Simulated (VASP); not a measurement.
# C (P6_3/mmc) in VASP: settings compared, part 2 of 2

VASP 6.6.1. The steps go on from the part before.

## 3. Single point, PBE

The COD entry that gives the cell may itself be a prediction, so a difference from it is no test against experiment.

File INCAR:

```
PREC = Accurate
ENCUT = 520
EDIFF = 1E-6
ISMEAR = -1
SIGMA = 0.05
LREAL = False
LASPH = True
NELM = 80
ALGO = Normal
ISIF = 2
LWAVE = False
LCHARG = False
GGA = PE
NBANDS = 36
```

File KPOINTS:

```
regular mesh
0
Gamma
  12 12 3
```

File POSCAR:

```
C
1.0
    2.5221000000      0.0000000000      0.0000000000
   -1.2610500000      2.1842026709      0.0000000000
    0.0000000000      0.0000000000     12.3557000000
C
12
Direct
    0.6666666667      0.3333333333      0.3541700000
    0.3333333333      0.6666666667      0.8541700000
    0.6666666667      0.3333333333      0.1458300000
    0.3333333333      0.6666666667      0.6458300000
    0.6666666667      0.3333333333      0.4791700000
    0.3333333333      0.6666666667      0.9791700000
    0.6666666667      0.3333333333      0.0208300000
    0.3333333333      0.6666666667      0.5208300000
    0.0000000000      0.0000000000      0.8125000000
    0.0000000000      0.0000000000      0.3125000000
    0.0000000000      0.0000000000      0.6875000000
    0.0000000000      0.0000000000      0.1875000000
```

Potentials or basis: VASP PAW PBE potentials, release 64 (C).

The run is started by

```sh
> cat potpaw_PBE.64/C/POTCAR > POTCAR
> mpirun -np 1 vasp_std > vasp.out
```

OUTCAR:

```text
PREC = Accurate
   ENCUT = 520
   EDIFF = 1E-6
   ISMEAR = -1
   LREAL = False
   LASPH = True
   NELM = 80
   ISIF = 2
   GGA = PE

 ion  position               nearest neighbor table
   1  0.667  0.333  0.354-   5 1.54  10 1.54  10 1.54  10 1.54
   2  0.333  0.667  0.854-   6 1.54   9 1.54   9 1.54   9 1.54
   3  0.667  0.333  0.146-   7 1.54  12 1.54  12 1.54  12 1.54
   4  0.333  0.667  0.646-   8 1.54  11 1.54  11 1.54  11 1.54
   5  0.667  0.333  0.479-   8 1.54   8 1.54   8 1.54   1 1.54
   6  0.333  0.667  0.979-   7 1.54   7 1.54   7 1.54   2 1.54
   7  0.667  0.333  0.021-   6 1.54   6 1.54   6 1.54   3 1.54
   8  0.333  0.667  0.521-   5 1.54   5 1.54   5 1.54   4 1.54
   9  0.000  0.000  0.812-  11 1.54   2 1.54   2 1.54   2 1.54
  10  0.000  0.000  0.312-  12 1.54   1 1.54   1 1.54   1 1.54
  11  0.000  0.000  0.688-   9 1.54   4 1.54   4 1.54   4 1.54
  12  0.000  0.000  0.188-  10 1.54   3 1.54   3 1.54   3 1.54

  LATTYP: Found a hexagonal cell.
 ALAT       =     2.5221000000
 C/A-ratio  =     4.8989730780

  Lattice vectors:

 A1 = (   2.5221000000,   0.0000000000,   0.0000000000)
 A2 = (  -1.2610500000,   2.1842026709,   0.0000000000)
 A3 = (   0.0000000000,   0.0000000000,  12.3557000000)

Analysis of symmetry for initial positions (statically):
=====================================================================
 Subroutine PRICEL returns:
 Original cell was already a primitive cell.

 Routine SETGRP: Setting up the symmetry group for a
 hexagonal supercell.

 Subroutine GETGRP returns: Found 24 space group operations
 (whereof 12 operations were pure point group operations)
 out of a pool of 24 trial point group operations.

The static configuration has the point symmetry D_3d.
 The point group associated with its full space group is D_6h.

Analysis of symmetry for dynamics (positions and initial velocities):
=====================================================================
[... 156 lines left out ...]
   GGA     = PE    functional components
   LHFCALC =     F    Hartree Fock is set to
   AEXX    =    0.0000 exact exchange contribution
   IVDW    =     0    specifies the selected vdW correction
   LEPSILON=     F    determine dielectric tensor
   LRPA    =     F    only Hartree local field effects (RPA)
 non-spin polarized calculation
  energy-cutoff  :      520.00
  volume of cell :       68.06
 maximum number of plane-waves:      1852
 NGX is ok and might be reduce to    20
   NGX =  9   NGY =  9   NGZ = 45

 number of electron      47.9999995 magnetization

 Free energy of the ion-electron system (eV)
  ---------------------------------------------------
  ext. energy  EPLUGINS =         0.00000000
  ---------------------------------------------------
  free energy    TOTEN  =      -109.02212831 eV

  energy without entropy =     -109.02212831  energy(sigma->0) =     -109.02212831

 E-fermi :  10.7472     XC(G=0): -13.2490

 val. band max:        9.8227793177   @ k =   0.0000   0.0000   0.0000
 cond. band min:      14.2026913824   @ k =   0.3333   0.0000   0.0000
 fundamental gap:      4.3799120647
 Fermi energy:        10.7471570086

 k-point     1 :       0.0000    0.0000    0.0000
  band No.  band energies     occupation
      1     -11.7566      2.00000
      2     -11.0109      2.00000
      3     -10.9656      2.00000
      4      -8.7453      2.00000
      5      -8.7226      2.00000
      6      -5.9571      2.00000
[... 925 lines left out ...]
     35      18.8845      0.00000
     36      19.6500      0.00000

 [... further k-points ...]
[... 5 lines left out ...]
  --------------------------------------------------------------------------------------
  -------------------------------------------------------------------------------------
  Total        0.0088922      0.0088922      3.4833402      0.0000000      0.0000000      0.0000000
  in kB        0.2093127      0.2093127     81.9943417      0.0000000      0.0000000      0.0000000
  external PRESSURE =      27.4709890 kB  Pullay stress =       0.0000000 kB

 VOLUME and BASIS-vectors are now :
 -----------------------------------------------------------------------------
  energy-cutoff  :      520.00
  volume of cell :       68.06
      direct lattice vectors                 reciprocal lattice vectors
     2.522100000  0.000000000  0.000000000     0.396494984  0.228916486  0.000000000
    -1.261050000  2.184202671  0.000000000     0.000000000  0.457832972  0.000000000
     0.000000000  0.000000000 12.355700000     0.000000000  0.000000000  0.080934306

 POSITION                                       TOTAL-FORCE (eV/Angst)
 -----------------------------------------------------------------------------------
      1.26105      0.72807      4.37602        -0.000000      0.000000      0.309724
     -0.00000      1.45614     10.55387         0.000000      0.000000      0.309724
      1.26105      0.72807      1.80183        -0.000000      0.000000     -0.309724
     -0.00000      1.45614      7.97968         0.000000     -0.000000     -0.309724
      1.26105      0.72807      5.92048        -0.000000      0.000000     -0.026827
     -0.00000      1.45614     12.09833         0.000000     -0.000000     -0.026827
      1.26105      0.72807      0.25737         0.000000      0.000000      0.026827
     -0.00000      1.45614      6.43522         0.000000     -0.000000      0.026827
      0.00000      0.00000     10.03901        -0.000000      0.000000      0.332003
      0.00000      0.00000      3.86116        -0.000000     -0.000000      0.332003
      0.00000      0.00000      8.49454        -0.000000      0.000000     -0.332003
      0.00000      0.00000      2.31669        -0.000000      0.000000     -0.332003
 -----------------------------------------------------------------------------------
    total drift:                               -0.000000      0.000000      0.000000

  FREE ENERGIE OF THE ION-ELECTRON SYSTEM (eV)
  ---------------------------------------------------
  free  energy   TOTEN  =      -109.0221283072 eV

  energy  without entropy=     -109.0221283071  energy(sigma->0) =     -109.02212831
```

OSZICAR:

```text
N       E                     dE             d eps       ncg     rms          rms(c)
DAV:   1     0.121577220833E+03    0.12158E+03   -0.25426E+04  2736   0.131E+03
DAV:   2    -0.104239609113E+03   -0.22582E+03   -0.21340E+03  3580   0.254E+02
DAV:   3    -0.112756259717E+03   -0.85167E+01   -0.84557E+01  3612   0.448E+01
DAV:   4    -0.112857159723E+03   -0.10090E+00   -0.10062E+00  3608   0.519E+00
DAV:   5    -0.112859176256E+03   -0.20165E-02   -0.20150E-02  3472   0.707E-01    0.136E+01
DAV:   6    -0.109981391799E+03    0.28778E+01   -0.19083E+00  3240   0.646E+00    0.811E+00
DAV:   7    -0.109018819849E+03    0.96257E+00   -0.24027E+00  3104   0.748E+00    0.170E+00
DAV:   8    -0.109021764549E+03   -0.29447E-02   -0.64686E-02  3456   0.118E+00    0.863E-02
DAV:   9    -0.109022020861E+03   -0.25631E-03   -0.82960E-04  3604   0.161E-01    0.380E-02
DAV:  10    -0.109022125577E+03   -0.10472E-03   -0.92013E-05  3344   0.584E-02    0.137E-02
DAV:  11    -0.109022127928E+03   -0.23509E-05   -0.41933E-06  3356   0.123E-02    0.355E-03
DAV:  12    -0.109022128307E+03   -0.37907E-06   -0.33893E-07  2544   0.348E-03
   1 F= -.10902213E+03 E0= -.10902213E+03  d E =-.977093E-10
```

Wall time 64 s (1 thread of AMD EPYC 7R13 (Zen 3), shared host); peak memory 0.17 GiB.

Results:

```
Free energy            : -109.0221 eV
Pressure               : 2.7 GPa
Largest force          : 0.332 eV/Å
Band gap on the k mesh : 4.38 eV, indirect (least direct gap 5.30 eV)
```

Forces on the atoms (eV/Å):
```
C    0.000  0.000  0.310
C    0.000  0.000  0.310
C    0.000  0.000 -0.310
C    0.000  0.000 -0.310
C    0.000  0.000 -0.027
C    0.000  0.000 -0.027
C    0.000  0.000  0.027
C    0.000  0.000  0.027
C    0.000  0.000  0.332
C    0.000  0.000  0.332
C    0.000  0.000 -0.332
C    0.000  0.000 -0.332
```

Levels at points of the mesh, in eV from the valence-band top:
```tsv
k point	band 20	band 21	band 22	band 23	band 24	band 25	band 26	band 27	band 28	band 29
(0.00, 0.00, 0.00)	-0.99	-0.98	-0.15	0.00	0.00	5.30	5.30	5.66	6.37	6.37
(0.50, 0.00, 0.00)	-4.31	-4.06	-4.06	-3.63	-2.89	4.52	5.10	5.26	5.62	6.84
```

A k mesh can miss the band edges. A hybrid or GW would open this gap; PBE tends to underestimate it.

## 4. Single point, PBE

File INCAR:

```
SYSTEM = C
  PREC = Accurate
  ENCUT = 520
  EDIFF = 1E-7
  ISMEAR = -1
  SIGMA = 0.05
  LREAL = .False.
  LASPH = .True.
  NELM = 60
  ALGO = Normal
  ISIF = 2
  LWAVE = .False.
  LCHARG = .False.
  GGA = PE
  NBANDS = 36
```

File KPOINTS:

```
regular mesh
0
Gamma
  12 12 3
  0 0 0
```

POSCAR is that of step 3.

The run is started by

```sh
> cat potpaw_PBE.64/C/POTCAR > POTCAR
> mpirun -np 1 vasp_std > vasp.out
```

Wall time 88 s (1 thread of AMD EPYC 7R13 (Zen 3), shared host); peak memory 0.17 GiB.

The run converged. Its results:

| Quantity | Value |
| --- | --- |
| Free energy | -109.0221 eV |
| Pressure | 2.7 GPa |
| Largest force | 0.332 eV/Å |
| Band gap on the k mesh | 4.38 eV, indirect (least direct gap 5.30 eV) |

Forces on the atoms (eV/Å):
```
C    0.000  0.000  0.310
C    0.000  0.000  0.310
C    0.000  0.000 -0.310
C    0.000  0.000 -0.310
C    0.000  0.000 -0.027
C    0.000  0.000 -0.027
C    0.000  0.000  0.027
C    0.000  0.000  0.027
C    0.000  0.000  0.332
C    0.000  0.000  0.332
C    0.000  0.000 -0.332
C    0.000  0.000 -0.332
```

Stress tensor (GPa, compression positive):
```
0.02 0.00 0.00
0.00 0.02 0.00
0.00 0.00 8.20
```

Levels at points of the mesh, in eV from the valence-band top:
| k point | band 21 | band 22 | band 23 | band 24 | band 25 | band 26 | band 27 | band 28 |
| --- | --- | --- | --- | --- | --- | --- | --- | --- |
| (0.00, 0.00, 0.00) | -0.98 | -0.15 | 0.00 | 0.00 | 5.30 | 5.30 | 5.66 | 6.37 |
| (0.50, 0.00, 0.00) | -4.06 | -4.06 | -3.63 | -2.89 | 4.52 | 5.10 | 5.26 | 5.62 |

A k mesh can miss the band edges. As with any semilocal functional, this PBE gap is likely too small.

## 5. Relaxation of cell and atoms, LDA

File INCAR:

```
  PREC = Accurate
  ENCUT = 600
  EDIFF = 1E-6
  ISMEAR = -1
  SIGMA = 0.05
  LREAL = False
  LASPH = True
  NELM = 80
  ALGO = Normal
  ISIF = 3
  LWAVE = False
  LCHARG = False
  GGA = CA
  IBRION = 2
  NSW = 60
  EDIFFG = -0.01
```

File KPOINTS:

```
Automatic mesh
0
Gamma
  12 12 3
```

POSCAR is that of step 4.

Potentials or basis: VASP PAW LDA potentials, release 64 (C).

The run is started by

```sh
> cat potpaw_LDA.64/C/POTCAR > POTCAR
> mpirun -np 1 vasp_std > vasp.out
```

It took 5.6 min on 1 thread of Intel Xeon 6975P-C, shared host; peak memory 0.2 GiB.

It converged, with:

* Free energy: -121.4527 eV
* Relaxed volume: 5.52 Å³/atom
* Relaxed cell: a = 2.494 Å, b = 2.494 Å, c = 12.300 Å, α = 90.00°, β = 90.00°, γ = 120.00°
* Space group after relaxing (to 0.05 Å): P6_3/mmc (No. 194)
* Energy gained by relaxing: 7.5 meV/atom
* Ionic steps: 8
* Pressure after relaxing: 0.0 GPa
* Band gap on the k mesh: 4.50 eV, indirect (least direct gap 5.41 eV)

Stress tensor (GPa, compression positive):
```
 0.02  0.00  0.00
 0.00  0.02  0.00
 0.00  0.00 -0.07
```

Step by step:
| step | energy change (eV) | largest force (eV/Å) | pressure (GPa) | volume (Å³) |
| --- | --- | --- | --- | --- |
| 1 | 0.0000 | 0.3390 | -12.03 | 68.06 |
| 2 | 0.0530 | 0.4979 | 17.57 | 63.95 |
| 3 | -0.0887 | 0.1211 | 0.16 | 66.21 |
| 4 | -0.0887 | 0.1172 | 0.42 | 66.17 |
| 5 | -0.0879 | 0.1449 | 0.07 | 66.22 |
| 6 | -0.0895 | 0.0401 | 0.28 | 66.19 |
| 7 | -0.0895 | 0.0345 | -0.26 | 66.27 |
| 8 | -0.0896 | 0.0015 | -0.01 | 66.23 |

Final structure:
```
CELL_PARAMETERS angstrom
2.49356 0.00000 0.00000
-1.24678 2.15948 0.00000
0.00000 0.00000 12.30014
ATOMIC_POSITIONS crystal
C 0.66667 0.33333 0.35493
C 0.33333 0.66667 0.85493
C 0.66667 0.33333 0.14507
C 0.33333 0.66667 0.64507
C 0.66667 0.33333 0.47923
C 0.33333 0.66667 0.97923
C 0.66667 0.33333 0.02077
C 0.33333 0.66667 0.52077
C 0.00000 0.00000 0.81313
C 0.00000 0.00000 0.31313
C 0.00000 0.00000 0.68687
C 0.00000 0.00000 0.18687
```

Levels at points of the mesh, in eV from the valence-band top:
```csv
k point,band 21,band 22,band 23,band 24,band 25,band 26,band 27,band 28
"(0.00, 0.00, 0.00)",-1.00,-0.16,0.00,0.00,5.41,5.41,5.53,6.51
"(0.50, 0.00, 0.00)",-4.18,-4.13,-3.71,-2.98,4.65,5.24,5.29,5.62
```

A k mesh can miss the band edges. LDA usually gives volumes a few per cent too small.

## 6. Relaxation of cell and atoms, PBEsol

File INCAR:

```
SYSTEM = C
PREC     = Accurate       ! precision mode
ENCUT    = 600            ! plane-wave cutoff, eV
EDIFF    = 1E-6           ! SCF threshold, eV
ISMEAR   = -1             ! smearing method
SIGMA    = 0.05           ! smearing width, eV
LREAL    = .False.        ! projectors in reciprocal space
LASPH    = .True.         ! aspherical terms in the spheres
NELM     = 80             ! most SCF steps
ALGO     = Normal         ! electronic algorithm
ISIF     = 3              ! what is computed and relaxed
LWAVE    = .False.        ! write WAVECAR
LCHARG   = .False.        ! write CHGCAR
GGA      = PS             ! functional
IBRION   = 2              ! ionic algorithm
NSW      = 60             ! ionic steps
EDIFFG   = -0.01          ! ionic threshold
```

File KPOINTS:

```
regular mesh
0
Gamma
  12 12 3
  0 0 0
```

POSCAR is that of step 5.

Potentials or basis: VASP PAW PBE potentials, release 64 (C).

The run is started by

```sh
> cat potpaw_PBE.64/C/POTCAR > POTCAR
> mpirun -np 1 vasp_std > vasp.out
```

Wall time 5 min (1 thread of Intel Xeon 6975P-C, shared host); peak memory 0.22 GiB.

The run converged. Its results:

```yaml
Free_energy: -115.4636 eV
Relaxed_volume: 5.62 Å³/atom
Relaxed_cell: a = 2.509 Å, b = 2.509 Å, c = 12.372 Å, α = 90.00°, β = 90.00°, γ = 120.00°
Space_group_after_relaxing_to_0.05_Å: P6_3/mmc (No. 194)
Energy_gained_by_relaxing: 2.2 meV/atom
Ionic_steps: 7
Pressure_after_relaxing: 0.0 GPa
Band_gap_on_the_k_mesh: 4.35 eV, indirect (least direct gap 5.35 eV)
```

The path:
```
step  energy change (eV)  largest force (eV/Å)  pressure (GPa)  volume (Å³)
   1              0.0000                0.3394           -4.10        68.06
   2              0.0062                0.4362            5.52        66.64
   3             -0.0262                0.0978            0.26        67.39
   4             -0.0252                0.1478           -0.03        67.43
   5             -0.0269                0.0252            0.15        67.40
   6             -0.0269                0.0145           -0.13        67.45
   7             -0.0269                0.0014           -0.02        67.43
```

Final structure:
```xyz
12
Lattice="2.5086 0.0000 0.0000 -1.2543 2.1725 0.0000 0.0000 0.0000 12.3724" Properties=species:S:1:pos:R:3 pbc="T T T"
C     1.2543    0.7242    4.3912
C     0.0000    1.4484   10.5774
C     1.2543    0.7242    1.7950
C     0.0000    1.4484    7.9812
C     1.2543    0.7242    5.9292
C     0.0000    1.4484   12.1154
C     1.2543    0.7242    0.2570
C     0.0000    1.4484    6.4432
C     0.0000    0.0000   10.0604
C     0.0000    0.0000    3.8741
C     0.0000    0.0000    8.4983
C     0.0000    0.0000    2.3121
```

Levels at points of the mesh, in eV from the valence-band top:
| k point | band 21 | band 22 | band 23 | band 24 | band 25 | band 26 | band 27 | band 28 |
| --- | --- | --- | --- | --- | --- | --- | --- | --- |
| (0.00, 0.00, 0.00) | -0.99 | -0.16 | 0.00 | 0.00 | 5.35 | 5.35 | 5.48 | 6.45 |
| (0.50, 0.00, 0.00) | -4.14 | -4.09 | -3.68 | -2.95 | 4.50 | 5.10 | 5.15 | 5.48 |

Caveat: the PAW data sets were made with another functional, which shifts forces and pressure a little. A k mesh can miss the band edges.

## 7. Overview

```tsv
task	level	potentials or basis	cell	cutoff (eV)	smearing	gap on the mesh (eV)	pressure (GPa)	relaxed volume (Å³/atom)	largest force (eV/Å)
single point	PBE	VASP PAW PBE potentials, release 64 (C)	as given	520	gaussian 0.013 eV	4.38	2.7	-	0.33
single point	PBE	VASP PAW PBE potentials, release 64 (C)	as given	520	fermi-dirac 0.05 eV	4.38	2.7	-	0.33
relaxation of cell and atoms	LDA	VASP PAW LDA potentials, release 64 (C)	relaxed	600	fermi-dirac 0.05 eV	4.50	0.0	5.52	-
relaxation of cell and atoms	PBEsol	VASP PAW PBE potentials, release 64 (C)	relaxed	600	fermi-dirac 0.05 eV	4.35	0.0	5.62	-
```

Alike in all rows: no spin polarisation; k mesh 12 × 12 × 3.

Caveats: the PAW data sets were made with another functional, which shifts forces and pressure a little (some runs).

Absolute energies hang on the potentials; compare differences alone.
